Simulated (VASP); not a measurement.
# Au (Fm-3m) in VASP: further runs, part 2 of 2

VASP 6.6.1. Earlier steps stand in the parts before.

## 4. Single point, PBE+D4

This run uses another cell than the first one, of 16.18 Å³/atom, 1.021 times its volume.

Input file INCAR:

```
PREC = Accurate
ENCUT = 520
EDIFF = 1E-7
ISMEAR = -1
SIGMA = 0.05
LREAL = F
LASPH = T
NELM = 60
ALGO = Fast
ISIF = 2
LWAVE = F
LCHARG = F
GGA = PE
IVDW = 13
NBANDS = 12
```

Input file KPOINTS:

```
regular mesh
0
Gamma
  11 11 11
```

Input file POSCAR:

```
Au
1.0
    0.0000000000      2.0074966285      2.0074966285
    2.0074966285      0.0000000000      2.0074966285
    2.0074966285      2.0074966285      0.0000000000
Au
1
Direct
    0.0000000000      0.0000000000      0.0000000000
```

Potentials or basis: VASP PAW PBE potentials, release 64 (Au).

On the command line:

```
$ cat potpaw_PBE.64/Au/POTCAR > POTCAR
$ mpirun -np 1 vasp_std > vasp.out
```

OUTCAR:

```text
PREC = Accurate
   ENCUT = 520
   EDIFF = 1E-7
   ISMEAR = -1
   LREAL = F
   LASPH = T
   NELM = 60
   ISIF = 2
   GGA = PE
   IVDW = 13

 ion  position               nearest neighbor table
   1  0.000  0.000  0.000-

  LATTYP: Found a face centered cubic cell.
 ALAT       =     4.0149932570

  Lattice vectors:

 A1 = (   0.0000000000,   2.0074966285,   2.0074966285)
 A2 = (   2.0074966285,   0.0000000000,   2.0074966285)
 A3 = (   2.0074966285,   2.0074966285,   0.0000000000)

Analysis of symmetry for initial positions (statically):
=====================================================================
 Subroutine PRICEL returns:
 Original cell was already a primitive cell.

 Routine SETGRP: Setting up the symmetry group for a
 face centered cubic supercell.

 Subroutine GETGRP returns: Found 48 space group operations
[... 9 lines left out ...]

 Routine SETGRP: Setting up the symmetry group for a
 face centered cubic supercell.

 Subroutine GETGRP returns: Found 48 space group operations
[... 11 lines left out ...]
                                     Primitive cell

  volume of cell :      16.1806

  direct lattice vectors                    reciprocal lattice vectors
     0.000000000  2.007496629  2.007496629    -0.249066421  0.249066421  0.249066421
     2.007496629  0.000000000  2.007496629     0.249066421 -0.249066421  0.249066421
     2.007496629  2.007496629  0.000000000     0.249066421  0.249066421 -0.249066421

  length of vectors
     2.839028958  2.839028958  2.839028958     0.431395695  0.431395695  0.431395695

  position of ions in fractional coordinates (direct lattice)
     0.000000000  0.000000000  0.000000000

  ion indices of the primitive-cell ions
   primitive index   ion index
                 1           1

----------------------------------------------------------------------------------------

 KPOINTS: regular mesh

Automatic generation of k-mesh.
 Grid dimensions read from file:
 generate k-points for:   11   11   11

 Generating k-lattice:

  Cartesian coordinates                     Fractional coordinates (reciprocal lattice)
    -0.022642402  0.022642402  0.022642402     0.090909091  0.000000000  0.000000000
     0.022642402 -0.022642402  0.022642402     0.000000000  0.090909091  0.000000000
     0.022642402  0.022642402 -0.022642402     0.000000000  0.000000000  0.090909091

  Length of vectors
     0.039217790  0.039217790  0.039217790

  Shift w.r.t. Gamma in fractional coordinates (k-lattice)
     0.000000000  0.000000000  0.000000000

 Subroutine IBZKPT returns following result:
 ===========================================

 Found     56 irreducible k-points:

 Following reciprocal coordinates:
            Coordinates               Weight
  0.000000  0.000000  0.000000      1.000000
  0.090909  0.000000  0.000000      8.000000
  0.181818  0.000000  0.000000      8.000000
  0.272727  0.000000  0.000000      8.000000
  0.363636  0.000000  0.000000      8.000000
  0.454545  0.000000  0.000000      8.000000
[... 16 lines left out ...]
 -0.272727  0.181818  0.000000     24.000000
 -0.181818  0.181818  0.000000     12.000000
 [... further k-points ...]
   k-points           NKPTS =     56   k-points in BZ     NKDIM =     56   number of bands    NBANDS=     12
   number of dos      NEDOS =    301   number of ions     NIONS =      1
   total plane-waves  NPLWV =  13824
   dimension x,y,z NGX =    24 NGY =   24 NGZ =   24
   dimension x,y,z NGXF=    48 NGYF=   48 NGZF=   48
   ions per type =               1
   NGX,Y,Z   is equivalent  to a cutoff of  14.05, 14.05, 14.05 a.u.
   NGXF,Y,Z  is equivalent  to a cutoff of  28.11, 28.11, 28.11 a.u.
 SYSTEM =  unknown system
   PREC   = accura    normal or accurate (medium, high low for compatibility)
   ISTART =      0    job   : 0-new  1-cont  2-samecut
   ICHARG =      2    charge: 1-file 2-atom 10-const
   ISPIN  =      1    spin polarized calculation?
   LNONCOLLINEAR =      F non collinear calculations
   LSORBIT =      F    spin-orbit coupling
   LASPH  =      T    aspherical Exc in radial PAW
   ENCUT  =  520.0 eV  38.22 Ry    6.18 a.u.   5.28  5.28  5.28*2*pi/ulx,y,z
   NELM   =     60;   NELMIN=  2; NELMDL= -5     # of ELM steps
   EDIFF  = 0.1E-06   stopping-criterion for ELM
   LREAL  =      F    real-space projection
   EDIFFG = 0.1E-05   stopping-criterion for IOM
   NSW    =      0    number of steps for IOM
   IBRION =     -1    ionic relax: 0-MD 1-quasi-New 2-CG
   NFREE  =      0    steps in history (QN), initial steepest desc. (CG)
   ISIF   =      2    stress and relaxation
   ISYM   =      2    0-nonsym 1-usesym 2-fastsym
   POTIM  = 0.5000    time-step for ionic-motion
   TEBEG  =    0.0;   TEEND  =   0.0 temperature during run
   PSTRESS=    0.0 pullay stress
   NELECT =      11.0000    total number of electrons
   NUPDOWN=      -1.0000    fix difference up-down
   EMIN   =  10.00;   EMAX   =-10.00  energy-range for DOS
   EFERMI =   0.00;   METHOD = LEGACY
   ISMEAR =    -1;   SIGMA  =   0.05  broadening in eV -4-tet -1-fermi 0-gaus
   EFERMI_NEDOS =   21; number of points for ismear=-14 and -15
   IALGO  =     68    algorithm
   IMIX   =      4    mixing-type and parameters
     AMIX     =   0.40;   BMIX     =  1.00
     AMIX_MAG =   1.60;   BMIX_MAG =  1.00
  volume/ion in A,a.u.               =      16.18       109.19
  Fermi-wavevector in a.u.,A,eV,Ry     =   1.439486  2.720235 28.192920  2.072121
  Thomas-Fermi vector in A             =   2.558337
   LORBIT       =      0    0 simple, 1 ext, 2 COOP (PROOUT), +10 PAW based schemes
   GGA     = PE    functional components
   LHFCALC =     F    Hartree Fock is set to
   AEXX    =    0.0000 exact exchange contribution
   IVDW    =    13    specifies the selected vdW correction
   LEPSILON=     F    determine dielectric tensor
   LRPA    =     F    only Hartree local field effects (RPA)
 non-spin polarized calculation
 RMM-DIIS sequential band-by-band and
  energy-cutoff  :      520.00
  volume of cell :       16.18
 maximum number of plane-waves:       445
 NGX is ok and might be reduce to    24
   NGX = 11   NGY = 11   NGZ = 11

 number of electron      11.0000000 magnetization

 Free energy of the ion-electron system (eV)
  ---------------------------------------------------
  ext. energy  EPLUGINS =         0.00000000
  ---------------------------------------------------
  free energy    TOTEN  =        -3.13299780 eV

  energy without entropy =       -3.13109501  energy(sigma->0) =       -3.13204641

 E-fermi :  10.3613     XC(G=0): -13.0294

 val. band max:       10.2523680720   @ k =   0.4545   0.2727   0.0000
 cond. band min:      10.4367063916   @ k =  -0.4545   0.0909   0.0000
 fundamental gap:      0.1843383196
 Fermi energy:        10.3613226084

 k-point     1 :       0.0000    0.0000    0.0000
  band No.  band energies     occupation
      1      -0.0527      2.00000
      2       5.3851      2.00000
      3       5.3851      2.00000
      4       5.3851      2.00000
      5       7.0433      2.00000
      6       7.0433      2.00000
      7      24.8025      0.00000
      8      29.1015      0.00000
      9      29.1015      0.00000
     10      29.1015      0.00000
     11      34.1779      0.00000
     12      39.4270      0.00000

 k-point     2 :       0.0909    0.0000    0.0000
  band No.  band energies     occupation
      1       0.2471      2.00000
      2       5.2852      2.00000
      3       5.4879      2.00000
      4       5.4879      2.00000
      5       6.9980      2.00000
      6       6.9980      2.00000
      7      25.1671      0.00000
      8      27.4834      0.00000
      9      29.4860      0.00000
     10      29.4860      0.00000
     11      35.1797      0.00000
     12      37.2981      0.00000
[... 301 lines left out ...]
 k-point    23 :      -0.2727    0.1818    0.0000
  band No.  band energies     occupation
      1       3.3700      2.00000
      2       4.9669      2.00000
      3       5.3563      2.00000
      4       6.1159      2.00000
      5       7.0321      2.00000
      6       9.4483      2.00000
      7      19.1249      0.00000
      8      23.0359      0.00000
      9      26.9477      0.00000
     10      30.3564      0.00000
     11      31.7986      0.00000
     12      36.4329      0.00000

 k-point    24 :      -0.1818    0.1818    0.0000
  band No.  band energies     occupation
      1       2.6297      2.00000
      2       4.7139      2.00000
      3       5.5900      2.00000
      4       6.3317      2.00000
      5       6.3716      2.00000
      6       8.3482      2.00000
      7      22.0719      0.00000
      8      24.1616      0.00000
      9      28.2750      0.00000
     10      29.7321      0.00000
     11      32.8728      0.00000
     12      35.6677      0.00000

 [... further k-points ...]

------------------------ aborting loop because EDIFF is reached ----------------------------------------

  DFT-D4 for vdW energy calculation

  Edisp (eV):   -0.71157

  FORCE on cell =-STRESS in cart. coord.  units (eV):
  Direction    XX          YY          ZZ          XY          YZ          ZX
  --------------------------------------------------------------------------------------
  -------------------------------------------------------------------------------------
  Total       1.32124     1.32124     1.32124     0.00000     0.00000     0.00000
  in kB     130.82676   130.82676   130.82676     0.00000     0.00000     0.00000
  external pressure =      130.83 kB  Pullay stress =        0.00 kB

 VOLUME and BASIS-vectors are now :
 -----------------------------------------------------------------------------
  energy-cutoff  :      520.00
  volume of cell :       16.18
      direct lattice vectors                 reciprocal lattice vectors
     0.000000000  2.007496629  2.007496629    -0.249066421  0.249066421  0.249066421
     2.007496629  0.000000000  2.007496629     0.249066421 -0.249066421  0.249066421
     2.007496629  2.007496629  0.000000000     0.249066421  0.249066421 -0.249066421

 POSITION                                       TOTAL-FORCE (eV/Angst)
 -----------------------------------------------------------------------------------
      0.00000      0.00000      0.00000         0.000000      0.000000     -0.000000
 -----------------------------------------------------------------------------------
    total drift:                               -0.000000      0.000000     -0.000000

  FREE ENERGIE OF THE ION-ELECTRON SYSTEM (eV)
  ---------------------------------------------------
  free  energy   TOTEN  =        -3.8445700321 eV

  energy  without entropy=       -3.8426672420  energy(sigma->0) =       -3.84361864
```

OSZICAR:

```text
N       E                     dE             d eps       ncg     rms          rms(c)
DAV:   1     0.497842123135E+02    0.49784E+02   -0.55179E+03  1360   0.817E+02
DAV:   2    -0.269548227956E+01   -0.52480E+02   -0.49485E+02  1600   0.189E+02
DAV:   3    -0.339784580485E+01   -0.70236E+00   -0.70194E+00  1644   0.212E+01
DAV:   4    -0.340007722080E+01   -0.22314E-02   -0.22313E-02  1612   0.136E+00
DAV:   5    -0.340009266307E+01   -0.15442E-04   -0.15443E-04  1672   0.108E-01    0.110E+01
RMM:   6    -0.315773663941E+01    0.24236E+00   -0.26218E-01  1349   0.433E+00    0.682E+00
RMM:   7    -0.313542307831E+01    0.22314E-01   -0.42996E-02  1437   0.194E+00    0.288E+00
RMM:   8    -0.313299753077E+01    0.24255E-02   -0.40773E-03  1482   0.548E-01    0.301E-01
RMM:   9    -0.313299340120E+01    0.41296E-05   -0.36900E-04  1596   0.163E-01    0.119E-01
RMM:  10    -0.313299577476E+01   -0.23736E-05   -0.57758E-05  1542   0.556E-02    0.652E-02
RMM:  11    -0.313299787379E+01   -0.20990E-05   -0.13739E-05  1586   0.233E-02    0.109E-02
RMM:  12    -0.313299788403E+01   -0.10243E-07   -0.15172E-06  1453   0.821E-03    0.855E-03
RMM:  13    -0.313299770630E+01    0.17773E-06   -0.35464E-07  1316   0.386E-03    0.242E-03
RMM:  14    -0.313299780318E+01   -0.96876E-07   -0.66514E-08  1068   0.171E-03
   1 F= -.38445700E+01 E0= -.38436186E+01  d E =-.190279E-02
```

It took 13 s on 1 thread of Intel Xeon Platinum 8259CL at 2.50GHz (Skylake/Cascade Lake), shared host; peak memory 0.14 GiB.

What came out:

```yaml
Free_energy: -3.8446 eV
Pressure: 13.1 GPa
Dispersion_energy_per_atom: -0.712 eV
```

Caveat: spin-orbit coupling is left out, which moves the levels of the heavy elements; pairwise dispersion overbinds metals, which lowers pressure and volume.

## 5. Single point, PBE+D4

This run uses another cell than the first one, of 16.52 Å³/atom, 1.043 times its volume.

Input file INCAR:

```
PREC     = Accurate       # precision mode
ENCUT    = 520            # plane-wave cutoff, eV
EDIFF    = 1E-7           # SCF threshold, eV
ISMEAR   = -1             # smearing method
SIGMA    = 0.05           # smearing width, eV
LREAL    = False          # projectors in reciprocal space
LASPH    = True           # aspherical terms in the spheres
NELM     = 80             # most SCF steps
ALGO     = Normal         # electronic algorithm
ISIF     = 2              # what is computed and relaxed
LWAVE    = False          # write WAVECAR
LCHARG   = False          # write CHGCAR
GGA      = PE             # functional
IVDW     = 13             # dispersion correction
NBANDS   = 12             # bands
```

KPOINTS is that of step 4.

Input file POSCAR:

```
Au
1.0
    0.0000000000      2.0213418704      2.0213418704
    2.0213418704      0.0000000000      2.0213418704
    2.0213418704      2.0213418704      0.0000000000
Au
1
Direct
    0.0000000000      0.0000000000      0.0000000000
```

Potentials or basis: VASP PAW PBE potentials, release 64 (Au).

On the command line:

```
$ cat potpaw_PBE.64/Au/POTCAR > POTCAR
$ mpirun -np 1 vasp_std > vasp.out
```

OUTCAR:

```text
PREC = Accurate
   ENCUT = 520
   EDIFF = 1E-7
   ISMEAR = -1
   LREAL = False
   LASPH = True
   NELM = 80
   ISIF = 2
   GGA = PE
   IVDW = 13

 ion  position               nearest neighbor table
   1  0.000  0.000  0.000-

  LATTYP: Found a face centered cubic cell.
 ALAT       =     4.0426837408

  Lattice vectors:

 A1 = (   0.0000000000,   2.0213418704,   2.0213418704)
 A2 = (   2.0213418704,   0.0000000000,   2.0213418704)
 A3 = (   2.0213418704,   2.0213418704,   0.0000000000)

Analysis of symmetry for initial positions (statically):
=====================================================================
 Subroutine PRICEL returns:
 Original cell was already a primitive cell.

 Routine SETGRP: Setting up the symmetry group for a
 face centered cubic supercell.

 Subroutine GETGRP returns: Found 48 space group operations
[... 9 lines left out ...]

 Routine SETGRP: Setting up the symmetry group for a
 face centered cubic supercell.

 Subroutine GETGRP returns: Found 48 space group operations
[... 11 lines left out ...]
                                     Primitive cell

  volume of cell :      16.5177

  direct lattice vectors                    reciprocal lattice vectors
     0.000000000  2.021341870  2.021341870    -0.247360433  0.247360433  0.247360433
     2.021341870  0.000000000  2.021341870     0.247360433 -0.247360433  0.247360433
     2.021341870  2.021341870  0.000000000     0.247360433  0.247360433 -0.247360433

  length of vectors
     2.858609087  2.858609087  2.858609087     0.428440837  0.428440837  0.428440837

  position of ions in fractional coordinates (direct lattice)
     0.000000000  0.000000000  0.000000000

  ion indices of the primitive-cell ions
   primitive index   ion index
                 1           1

----------------------------------------------------------------------------------------

 KPOINTS: regular mesh

Automatic generation of k-mesh.
 Grid dimensions read from file:
[... 90 lines left out ...]
   GGA     = PE    functional components
   LHFCALC =     F    Hartree Fock is set to
   AEXX    =    0.0000 exact exchange contribution
   IVDW    =    13    specifies the selected vdW correction
   LEPSILON=     F    determine dielectric tensor
   LRPA    =     F    only Hartree local field effects (RPA)
 non-spin polarized calculation
  energy-cutoff  :      520.00
  volume of cell :       16.52
 maximum number of plane-waves:       459
 NGX is ok and might be reduce to    24
   NGX = 11   NGY = 11   NGZ = 11

 number of electron      10.9999999 magnetization

 Free energy of the ion-electron system (eV)
  ---------------------------------------------------
  ext. energy  EPLUGINS =         0.00000000
  ---------------------------------------------------
  free energy    TOTEN  =        -3.16929728 eV

  energy without entropy =       -3.16770313  energy(sigma->0) =       -3.16850020

 E-fermi :  10.0172     XC(G=0): -12.9044

 val. band max:        9.8844370217   @ k =   0.4545   0.2727   0.0000
 cond. band min:      10.1070609532   @ k =  -0.4545   0.0909   0.0000
 fundamental gap:      0.2226239315
 Fermi energy:        10.0171655378

 k-point     1 :       0.0000    0.0000    0.0000
  band No.  band energies     occupation
      1      -0.1860      2.00000
      2       5.1423      2.00000
      3       5.1423      2.00000
      4       5.1423      2.00000
      5       6.7416      2.00000
      6       6.7416      2.00000
      7      24.4801      0.00000
      8      28.6594      0.00000
      9      28.6594      0.00000
     10      28.6594      0.00000
     11      33.6669      0.00000
     12      38.6654      0.00000
[... 331 lines left out ...]
 k-point    24 :      -0.1818    0.1818    0.0000
  band No.  band energies     occupation
      1       2.4511      2.00000
      2       4.4976      2.00000
      3       5.3450      2.00000
      4       6.0584      2.00000
      5       6.0978      2.00000
      6       8.0057      2.00000
      7      21.5800      0.00000
      8      23.6159      0.00000
      9      27.8240      0.00000
     10      29.3039      0.00000
     11      32.2438      0.00000
     12      34.9896      0.00000

 [... further k-points ...]

------------------------ aborting loop because EDIFF is reached ----------------------------------------

  DFT-D4 for vdW energy calculation

  Edisp (eV):   -0.69817

  FORCE on cell =-STRESS in cart. coord.  units (eV):
  Direction    XX          YY          ZZ          XY          YZ          ZX
  --------------------------------------------------------------------------------------
  -------------------------------------------------------------------------------------
  Total       0.87395     0.87395     0.87395     0.00000     0.00000    -0.00000
  in kB      84.77063    84.77063    84.77063     0.00000     0.00000    -0.00000
  external pressure =       84.77 kB  Pullay stress =        0.00 kB

 VOLUME and BASIS-vectors are now :
 -----------------------------------------------------------------------------
  energy-cutoff  :      520.00
  volume of cell :       16.52
      direct lattice vectors                 reciprocal lattice vectors
     0.000000000  2.021341870  2.021341870    -0.247360433  0.247360433  0.247360433
     2.021341870  0.000000000  2.021341870     0.247360433 -0.247360433  0.247360433
     2.021341870  2.021341870  0.000000000     0.247360433  0.247360433 -0.247360433

 POSITION                                       TOTAL-FORCE (eV/Angst)
 -----------------------------------------------------------------------------------
      0.00000      0.00000      0.00000        -0.000000      0.000000      0.000000
 -----------------------------------------------------------------------------------
    total drift:                               -0.000000      0.000000      0.000000

  FREE ENERGIE OF THE ION-ELECTRON SYSTEM (eV)
  ---------------------------------------------------
  free  energy   TOTEN  =        -3.8674702199 eV

  energy  without entropy=       -3.8658760747  energy(sigma->0) =       -3.86667315
```

stdout:

```text
POSCAR found type information on POSCAR Au
 POSCAR found :  1 types and       1 ions
 scaLAPACK will be used
 LDA part: xc-table for (Slater+PW92), standard interpolation
 POSCAR, INCAR and KPOINTS ok, starting setup
 FFT: planning ... GRIDC
 FFT: planning ... GRID_SOFT
 FFT: planning ... GRID
 WAVECAR not read
 entering main loop
```

It took 8.9 s on 1 thread of Intel Xeon Platinum 8259CL at 2.50GHz (Skylake/Cascade Lake), shared host; peak memory 0.14 GiB.

Results:

* Free energy: -3.8675 eV
* Pressure: 8.5 GPa
* Dispersion energy per atom: -0.698 eV

Caveat: spin-orbit coupling is left out, which moves the levels of the heavy elements; pairwise dispersion overbinds metals, which lowers pressure and volume.

## 6. Summary

| level | cell | gap on the mesh (eV) | pressure (GPa) |
| --- | --- | --- | --- |
| BLYP+D4 | a = 2.819 Å, angles 60.0°, 1 atom | none | 26.1 |
| SVWN5 | a = 2.819 Å, angles 60.0°, 1 atom | none | 9.6 |
| PBE+D4 | a = 2.839 Å, angles 60.0°, 1 atom | none | 13.1 |
| PBE+D4 | a = 2.859 Å, angles 60.0°, 1 atom | none | 8.5 |

Alike in all rows: task single point; potentials or basis VASP PAW PBE potentials, release 64 (Au); no spin polarisation; k mesh 11 × 11 × 11; cutoff (eV) 520; smearing fermi-dirac 0.05 eV.

Caveats: spin-orbit coupling is left out, which moves the levels of the heavy elements; pairwise dispersion overbinds metals, which lowers pressure and volume (some runs); the PAW data sets were made with another functional, which shifts forces and pressure a little (some runs).

Absolute energies hang on the potentials; compare differences alone.
